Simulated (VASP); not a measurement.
# AgAs (Fm-3m) in VASP: notebook

The runs below take AgAs through single point, relaxation of cell and atoms, with PBE.

Program: VASP 6.6.1. These are calculated values, not measurements. Logs are shortened: lines on timing, memory, paths and dates and some standing lists are left out, and cuts for length are marked.

### Step 1. The cell of the first run

Symmetry: Fm-3m, No. 225, cubic system. The conventional cell has a = 5.363 Å, b = 5.363 Å, c = 5.363 Å, α = 90.00°, β = 90.00°, γ = 90.00°. Within 3.5 Å of Ag (site symmetry m-3m) lie 6 As at 2.68 Å. Within 3.5 Å of As (site symmetry m-3m) lie 6 Ag at 2.68 Å.

### Step 2. Single point, PBE

Input file INCAR:

```
ALGO = Normal
EDIFF = 1E-6
ENCUT = 520
GGA = PE
ISIF = 2
ISMEAR = 0
LASPH = True
LCHARG = False
LREAL = False
LWAVE = False
NBANDS = 15
NELM = 60
PREC = Accurate
SIGMA = 0.1
```

Input file KPOINTS:

```
k-points
0
Gamma
  6 6 6
```

Input file POSCAR:

```
AgAs
1.0
    0.0000000000      2.6813710986      2.6813710986
    2.6813710986      0.0000000000      2.6813710986
    2.6813710986      2.6813710986      0.0000000000
Ag As
1 1
Direct
    0.0000000000      0.0000000000      0.0000000000
    0.5000000000      0.5000000000      0.5000000000
```

Potentials or basis: VASP PAW PBE potentials, release 64 (Ag, As).

Launch:

```sh
$ cat potpaw_PBE.64/Ag/POTCAR potpaw_PBE.64/As/POTCAR > POTCAR
$ mpirun -np 1 vasp_std > vasp.out
```

OUTCAR:

```text
EDIFF = 1E-6
   ENCUT = 520
   GGA = PE
   ISIF = 2
   ISMEAR = 0
   LASPH = True
   LREAL = False
   NELM = 60
   PREC = Accurate

 ion  position               nearest neighbor table
   1  0.000  0.000  0.000-   2 2.68   2 2.68   2 2.68   2 2.68   2 2.68   2 2.68
   2  0.500  0.500  0.500-   1 2.68   1 2.68   1 2.68   1 2.68   1 2.68   1 2.68

  LATTYP: Found a face centered cubic cell.
 ALAT       =     5.3627421972

  Lattice vectors:

 A1 = (   0.0000000000,   2.6813710986,   2.6813710986)
 A2 = (   2.6813710986,   0.0000000000,   2.6813710986)
 A3 = (   2.6813710986,   2.6813710986,   0.0000000000)

Analysis of symmetry for initial positions (statically):
=====================================================================
 Subroutine PRICEL returns:
 Original cell was already a primitive cell.

 Routine SETGRP: Setting up the symmetry group for a
 face centered cubic supercell.

 Subroutine GETGRP returns: Found 48 space group operations
 (whereof 48 operations were pure point group operations)
 out of a pool of 48 trial point group operations.

The static configuration has the point symmetry O_h .

Analysis of symmetry for dynamics (positions and initial velocities):
=====================================================================
 Subroutine PRICEL returns:
 Original cell was already a primitive cell.

 Routine SETGRP: Setting up the symmetry group for a
 face centered cubic supercell.

 Subroutine GETGRP returns: Found 48 space group operations
 (whereof 48 operations were pure point group operations)
 out of a pool of 48 trial point group operations.

The dynamic configuration has the point symmetry O_h .

 Subroutine INISYM returns: Found 48 space group operations
 (whereof 48 operations are pure point group operations),
 and found     1 'primitive' translations

----------------------------------------------------------------------------------------

                                     Primitive cell

  volume of cell :      38.5568

  direct lattice vectors                    reciprocal lattice vectors
     0.000000000  2.681371099  2.681371099    -0.186471764  0.186471764  0.186471764
     2.681371099  0.000000000  2.681371099     0.186471764 -0.186471764  0.186471764
     2.681371099  2.681371099  0.000000000     0.186471764  0.186471764 -0.186471764

  length of vectors
     3.792031373  3.792031373  3.792031373     0.322978570  0.322978570  0.322978570

  position of ions in fractional coordinates (direct lattice)
     0.000000000  0.000000000  0.000000000
     0.500000000  0.500000000  0.500000000

  ion indices of the primitive-cell ions
   primitive index   ion index
                 1           1
                 2           2

----------------------------------------------------------------------------------------

 KPOINTS: k-points

Automatic generation of k-mesh.
 Grid dimensions read from file:
 generate k-points for:    6    6    6

 Generating k-lattice:

  Cartesian coordinates                     Fractional coordinates (reciprocal lattice)
    -0.031078627  0.031078627  0.031078627     0.166666667  0.000000000  0.000000000
     0.031078627 -0.031078627  0.031078627     0.000000000  0.166666667  0.000000000
     0.031078627  0.031078627 -0.031078627     0.000000000  0.000000000  0.166666667

  Length of vectors
     0.053829762  0.053829762  0.053829762

  Shift w.r.t. Gamma in fractional coordinates (k-lattice)
     0.000000000  0.000000000  0.000000000

 Subroutine IBZKPT returns following result:
 ===========================================

 Found     16 irreducible k-points:

 Following reciprocal coordinates:
            Coordinates               Weight
  0.000000  0.000000  0.000000      1.000000
  0.166667  0.000000  0.000000      8.000000
  0.333333  0.000000  0.000000      8.000000
  0.500000  0.000000  0.000000      4.000000
  0.166667  0.166667  0.000000      6.000000
  0.333333  0.166667  0.000000     24.000000
[... 8 lines left out ...]
 -0.333333  0.333333  0.166667     24.000000
 -0.333333  0.500000  0.166667     12.000000
   k-points           NKPTS =     16   k-points in BZ     NKDIM =     16   number of bands    NBANDS=     15
   number of dos      NEDOS =    301   number of ions     NIONS =      2
   total plane-waves  NPLWV =  21952
   dimension x,y,z NGX =    28 NGY =   28 NGZ =   28
   dimension x,y,z NGXF=    56 NGYF=   56 NGZF=   56
   ions per type =               1   1
   NGX,Y,Z   is equivalent  to a cutoff of  12.28, 12.28, 12.28 a.u.
   NGXF,Y,Z  is equivalent  to a cutoff of  24.55, 24.55, 24.55 a.u.
 SYSTEM =  unknown system
   PREC   = accura    normal or accurate (medium, high low for compatibility)
   ISTART =      0    job   : 0-new  1-cont  2-samecut
   ICHARG =      2    charge: 1-file 2-atom 10-const
   ISPIN  =      1    spin polarized calculation?
   LNONCOLLINEAR =      F non collinear calculations
   LSORBIT =      F    spin-orbit coupling
   LASPH  =      T    aspherical Exc in radial PAW
   ENCUT  =  520.0 eV  38.22 Ry    6.18 a.u.   7.05  7.05  7.05*2*pi/ulx,y,z
   NELM   =     60;   NELMIN=  2; NELMDL= -5     # of ELM steps
   EDIFF  = 0.1E-05   stopping-criterion for ELM
   LREAL  =      F    real-space projection
   EDIFFG = 0.1E-04   stopping-criterion for IOM
   NSW    =      0    number of steps for IOM
   IBRION =     -1    ionic relax: 0-MD 1-quasi-New 2-CG
   NFREE  =      0    steps in history (QN), initial steepest desc. (CG)
   ISIF   =      2    stress and relaxation
   ISYM   =      2    0-nonsym 1-usesym 2-fastsym
   POTIM  = 0.5000    time-step for ionic-motion
   TEBEG  =    0.0;   TEEND  =   0.0 temperature during run
   PSTRESS=    0.0 pullay stress
   NELECT =      16.0000    total number of electrons
   NUPDOWN=      -1.0000    fix difference up-down
   EMIN   =  10.00;   EMAX   =-10.00  energy-range for DOS
   EFERMI =   0.00;   METHOD = LEGACY
   ISMEAR =     0;   SIGMA  =   0.10  broadening in eV -4-tet -1-fermi 0-gaus
   EFERMI_NEDOS =   21; number of points for ismear=-14 and -15
   IALGO  =     38    algorithm
   IMIX   =      4    mixing-type and parameters
     AMIX     =   0.40;   BMIX     =  1.00
     AMIX_MAG =   1.60;   BMIX_MAG =  1.00
  volume/ion in A,a.u.               =      19.28       130.10
  Fermi-wavevector in a.u.,A,eV,Ry     =   1.221091  2.307527 20.287135  1.491062
  Thomas-Fermi vector in A             =   2.356285
   LORBIT       =      0    0 simple, 1 ext, 2 COOP (PROOUT), +10 PAW based schemes
   GGA     = PE    functional components
   LHFCALC =     F    Hartree Fock is set to
   AEXX    =    0.0000 exact exchange contribution
   IVDW    =     0    specifies the selected vdW correction
   LEPSILON=     F    determine dielectric tensor
   LRPA    =     F    only Hartree local field effects (RPA)
 non-spin polarized calculation
 Gauss-broadening in eV      SIGMA  =   0.10
  energy-cutoff  :      520.00
  volume of cell :       38.56
 maximum number of plane-waves:      1056
   NGX = 15   NGY = 15   NGZ = 15

 number of electron      16.0000004 magnetization

 Free energy of the ion-electron system (eV)
  ---------------------------------------------------
  ext. energy  EPLUGINS =         0.00000000
  ---------------------------------------------------
  free energy    TOTEN  =        -6.78814103 eV

  energy without entropy =       -6.78177435  energy(sigma->0) =       -6.78495769

 E-fermi :   6.6536     XC(G=0): -10.9963

 val. band max:        6.1833192845   @ k =  -0.1667   0.1667   0.0000
 cond. band min:       6.6924301474   @ k =   0.1667   0.1667   0.0000
 fundamental gap:      0.5091108628
 Fermi energy:         6.6536450355

 k-point     1 :       0.0000    0.0000    0.0000
  band No.  band energies     occupation
      1      -6.0396      2.00000
      2       1.5469      2.00000
      3       1.5469      2.00000
      4       1.5786      2.00000
      5       1.5786      2.00000
      6       1.5786      2.00000
      7       7.1208      0.00000
      8       7.1208      0.00000
      9       7.1208      0.00000
     10      10.1610      0.00000
     11      16.4191      0.00000
     12      16.4348      0.00000
     13      16.4348      0.00000
     14      16.4348      0.00000
     15      18.7937      0.00000

 k-point     2 :       0.1667    0.0000    0.0000
  band No.  band energies     occupation
      1      -5.7010      2.00000
      2       1.3202      2.00000
      3       1.3202      2.00000
      4       1.4271      2.00000
      5       1.6790      2.00000
      6       1.6790      2.00000
      7       5.2733      2.00000
      8       7.5258      0.00000
      9       7.5258      0.00000
     10      11.6926      0.00000
     11      14.6296      0.00000
     12      15.7225      0.00000
     13      15.7225      0.00000
     14      17.5534      0.00000
     15      17.7352      0.00000

 k-point     3 :       0.3333    0.0000    0.0000
  band No.  band energies     occupation
      1      -4.8269      2.00000
      2       0.6906      2.00000
      3       0.9234      2.00000
      4       0.9234      2.00000
      5       1.8990      2.00000
      6       1.8990      2.00000
      7       3.4840      2.00000
      8       8.3650      0.00000
      9       8.3650      0.00000
     10      11.1280      0.00000
     11      13.6681      0.00000
     12      13.6681      0.00000
     13      16.0585      0.00000
     14      17.8643      0.00000
     15      19.0296      0.00000
[... 199 lines left out ...]
 k-point    15 :      -0.3333    0.3333    0.1667
  band No.  band energies     occupation
      1      -4.1644      2.00000
      2       0.7016      2.00000
      3       1.0869      2.00000
      4       1.1564      2.00000
      5       2.0746      2.00000
      6       2.2814      2.00000
      7       3.2123      2.00000
      8       5.0474      2.00000
      9       5.9468      2.00000
     10      12.2457      0.00000
     11      13.0114      0.00000
     12      15.8639      0.00000
     13      16.0078      0.00000
     14      19.1900      0.00000
     15      21.3594      0.00000

 k-point    16 :      -0.3333    0.5000    0.1667
  band No.  band energies     occupation
      1      -4.2208      2.00000
      2       1.1756      2.00000
      3       1.1767      2.00000
      4       1.3879      2.00000
      5       2.1701      2.00000
      6       2.9254      2.00000
      7       3.1965      2.00000
      8       4.3735      2.00000
      9       4.4859      2.00000
     10      10.6309      0.00000
     11      13.9376      0.00000
     12      16.1709      0.00000
     13      16.8630      0.00000
     14      20.9183      0.00000
     15      21.8475      0.00000

------------------------ aborting loop because EDIFF is reached ----------------------------------------

  FORCE on cell =-STRESS in cart. coord.  units (eV):
  Direction    XX          YY          ZZ          XY          YZ          ZX
  --------------------------------------------------------------------------------------
  -------------------------------------------------------------------------------------
  Total        0.9522996      0.9522996      0.9522996     -0.0000000      0.0000000      0.0000000
  in kB       39.5715825     39.5715825     39.5715825     -0.0000000      0.0000000      0.0000000
  external PRESSURE =      39.5715825 kB  Pullay stress =       0.0000000 kB

 VOLUME and BASIS-vectors are now :
 -----------------------------------------------------------------------------
  energy-cutoff  :      520.00
  volume of cell :       38.56
      direct lattice vectors                 reciprocal lattice vectors
     0.000000000  2.681371099  2.681371099    -0.186471764  0.186471764  0.186471764
     2.681371099  0.000000000  2.681371099     0.186471764 -0.186471764  0.186471764
     2.681371099  2.681371099  0.000000000     0.186471764  0.186471764 -0.186471764

 POSITION                                       TOTAL-FORCE (eV/Angst)
 -----------------------------------------------------------------------------------
      0.00000      0.00000      0.00000         0.000000      0.000000      0.000000
      2.68137      2.68137      2.68137         0.000000     -0.000000     -0.000000
 -----------------------------------------------------------------------------------
    total drift:                               -0.000000      0.000000      0.000000

  FREE ENERGIE OF THE ION-ELECTRON SYSTEM (eV)
  ---------------------------------------------------
  free  energy   TOTEN  =        -6.7881410324 eV

  energy  without entropy=       -6.7817743486  energy(sigma->0) =       -6.78495769
```

Run time: 7.9 s. Hardware: 1 thread of Intel Xeon Platinum 8488C (Sapphire Rapids), shared host; peak memory 0.15 GiB.

What came out:

* Free energy: -6.7881 eV
* Pressure: 4.0 GPa
* Band gap on the k mesh: zero (bands 8 and 9 overlap by 4.38 eV)

Caveat: the cell stands under pressure.

### Step 3. Single point, PBE

This run uses another cell than the first one, of 20.18 Å³/atom.

Input file INCAR:

```
PREC = Accurate ; ENCUT = 520
EDIFF = 1E-6 ; ISMEAR = 0
SIGMA = 0.1 ; LREAL = False
LASPH = True ; NELM = 100
ALGO = Normal ; ISIF = 2
LWAVE = False ; LCHARG = False
GGA = PE ; NBANDS = 15
```

Input file KPOINTS:

```
Automatic mesh
0
Gamma
  18 18 18
```

Input file POSCAR:

```
AgAs
1.0
    0.0000000000      2.7225798524      2.7225798524
    2.7225798524      0.0000000000      2.7225798524
    2.7225798524      2.7225798524      0.0000000000
Ag As
1 1
Direct
    0.0000000000      0.0000000000      0.0000000000
    0.5000000000      0.5000000000      0.5000000000
```

Potentials or basis: VASP PAW PBE potentials, release 64 (Ag, As).

Launch:

```sh
$ cat potpaw_PBE.64/Ag/POTCAR potpaw_PBE.64/As/POTCAR > POTCAR
$ mpirun -np 1 vasp_std > vasp.out
```

It took 88 s on 1 thread of Intel Xeon Platinum 8488C (Sapphire Rapids), shared host; peak memory 0.26 GiB.

The run converged. Its results:

```yaml
Free_energy: -6.8150 eV
Pressure: 0.0 GPa
Band_gap_on_the_k_mesh: zero (bands 8 and 9 overlap by 4.16 eV)
```

Levels at points of the mesh, in eV from the Fermi level:
| k point | band 6 | band 7 | band 8 | band 9 | band 10 | band 11 |
| --- | --- | --- | --- | --- | --- | --- |
| (0.00, 0.00, 0.00) | -4.63 | 0.67 | 0.67 | 0.67 | 3.35 | 9.87 |
| (0.50, 0.00, 0.00) | -4.23 | -3.25 | 2.28 | 2.28 | 4.05 | 6.24 |
| (0.50, 0.50, 0.00) | -4.09 | -3.23 | -1.40 | -1.40 | 1.29 | 6.38 |

### Step 4. Relaxation of cell and atoms, PBE

Input file INCAR:

```
SYSTEM = AgAs
PREC = Accurate ; ENCUT = 600
EDIFF = 1E-7 ; ISMEAR = 0
SIGMA = 0.1 ; LREAL = .FALSE.
LASPH = .TRUE. ; NELM = 100
ALGO = Normal ; ISIF = 3
LWAVE = .FALSE. ; LCHARG = .FALSE.
GGA = PE ; IBRION = 2
NSW = 100 ; EDIFFG = -0.01
```

Input file KPOINTS:

```
Automatic mesh
0
G
  18 18 18
  0 0 0
```

Input file POSCAR:

```
AgAs
1.0
    0.0000000000      2.6813710986      2.6813710986
    2.6813710986      0.0000000000      2.6813710986
    2.6813710986      2.6813710986      0.0000000000
Ag As
1 1
Direct
    0.0000000000      0.0000000000      0.0000000000
    0.5000000000      0.5000000000      0.5000000000
```

Launch:

```sh
$ cat potpaw_PBE.64/Ag/POTCAR potpaw_PBE.64/As/POTCAR > POTCAR
$ mpirun -np 1 vasp_std > vasp.out
```

It took 3.2 min on 1 thread of Intel Xeon Platinum 8488C (Sapphire Rapids), shared host; peak memory 0.28 GiB.

It converged, with:

* Free energy: -6.8143 eV
* Relaxed volume: 20.17 Å³/atom
* Relaxed cell: a = 3.850 Å, b = 3.850 Å, c = 3.850 Å, α = 60.00°, β = 60.00°, γ = 60.00°
* Space group after relaxing (to 0.1 Å): Fm-3m (No. 225)
* Energy gained by relaxing: 10.8 meV/atom
* Ionic steps: 3
* Pressure after relaxing: 0.0 GPa
* Band gap on the k mesh: zero (bands 8 and 9 overlap by 4.17 eV)

The path:
```
step  energy change (eV)  largest force (eV/Å)  pressure (GPa)  volume (Å³)
   1              0.0000                0.0000            4.05        38.56
   2             -0.0157                0.0000           -1.82        41.34
   3             -0.0216                0.0000            0.01        40.34
```

Final structure:
```
CELL_PARAMETERS angstrom
0.00000 2.72216 2.72216
2.72216 0.00000 2.72216
2.72216 2.72216 0.00000
ATOMIC_POSITIONS crystal
Ag 0.00000 0.00000 0.00000
As 0.50000 0.50000 0.50000
```

Levels at points of the mesh, in eV from the Fermi level:
```csv
k point,band 4,band 5,band 6,band 7,band 8,band 9,band 10,band 11,band 12
"(0.00, 0.00, 0.00)",-4.63,-4.63,-4.63,0.67,0.67,0.67,3.36,9.87,9.87
"(0.50, 0.00, 0.00)",-5.41,-4.23,-4.23,-3.25,2.28,2.28,4.05,6.24,6.24
"(0.50, 0.50, 0.00)",-4.18,-4.09,-4.09,-3.23,-1.40,-1.40,1.29,6.38,12.66
```

### Step 5. The runs side by side

```csv
task,cell,k mesh,cutoff (eV),gap on the mesh (eV),pressure (GPa)
single point,"a = 3.792 Å, angles 60.0°, 2 atoms",6 × 6 × 6,520,none,4.0
single point,"a = 3.850 Å, angles 60.0°, 2 atoms",18 × 18 × 18,520,none,0.0
relaxation of cell and atoms,"relaxed from a = 3.792 Å, angles 60.0°, 2 atoms",18 × 18 × 18,600,none,0.0
```

Alike in all rows: level PBE; potentials or basis VASP PAW PBE potentials, release 64 (Ag, As); no spin polarisation; smearing gaussian 0.1 eV.

Caveats: the cell stands under pressure (at least some runs).

Total energies depend on the potentials used, so only differences within one code and one set of settings carry meaning.

The gap in the log of VASP goes by the Fermi energy; the results here count the filled bands.